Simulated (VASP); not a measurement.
Set up this calculation in VASP 6.6.1, as the native input.

| Item | Value |
| --- | --- |
| Task | electric field gradients |
| Functional | PBEsol |
| Potentials or basis | VASP PAW PBE potentials, release 64 (Cs_sv, Cl) |
| Cutoff | 400 eV |
| k mesh | 6 × 6 × 6 |
| Occupations | fermi-dirac, width 0.03 eV |
| Spin | no spin polarisation |
| Dipole correction | no |
| Further INCAR settings | ALGO = Normal; EDIFF = 1e-08; NBANDS = 15 |

The structure of CsCl lies in POSCAR:

```
CsCl
1.0
    4.1230000000      0.0206150000      0.0206150000
    0.0206150000      4.1230000000      0.0206150000
    0.0206150000      0.0206150000      4.1230000000
Cs Cl
1 1
Direct
    0.0000000000      0.0000000000      0.0000000000
    0.5000000000      0.5000000000      0.5000000000
```

This cell differs from its parent crystal: equal xy, yz and zx shear strains of +1 %.

The input as run:

INCAR

```
PREC = Accurate
ENCUT = 400
EDIFF = 1E-8
ISMEAR = -1
SIGMA = 0.03
LREAL = False
LASPH = True
NELM = 120
ALGO = Normal
ISIF = 2
LWAVE = False
LCHARG = False
GGA = PS
LEFG = True
NBANDS = 15
GGA_COMPAT = False
```

KPOINTS

```
Automatic mesh
0
Gamma
  6 6 6
```

Potentials or basis: VASP PAW PBE potentials, release 64 (Cs_sv, Cl).

The run is started by

```console
$ cat potpaw_PBE.64/Cs_sv/POTCAR potpaw_PBE.64/Cl/POTCAR > POTCAR
$ mpirun -np 1 vasp_std > vasp.out
```

Results of the run:

The pressure is -0.6 GPa. The band gap on the k mesh is 5.04 eV. The largest electric field gradient by atom is Cs +7.6; Cl +0.8 V/Å².

Caveat: the cell differs from its parent crystal (equal xy, yz and zx shear strains of +1 %); without QUAD_EFG the Cq values of the log hold for a quadrupole moment of 1 mb, not for the nuclei; the PAW data sets were made with another functional, which shifts forces and pressure a little; spin-orbit coupling is left out, which moves the levels of the heavy elements.

Run time: 26 s on 1 thread of Intel Xeon 8259CL, on a shared host, peak memory 0.16 GiB.
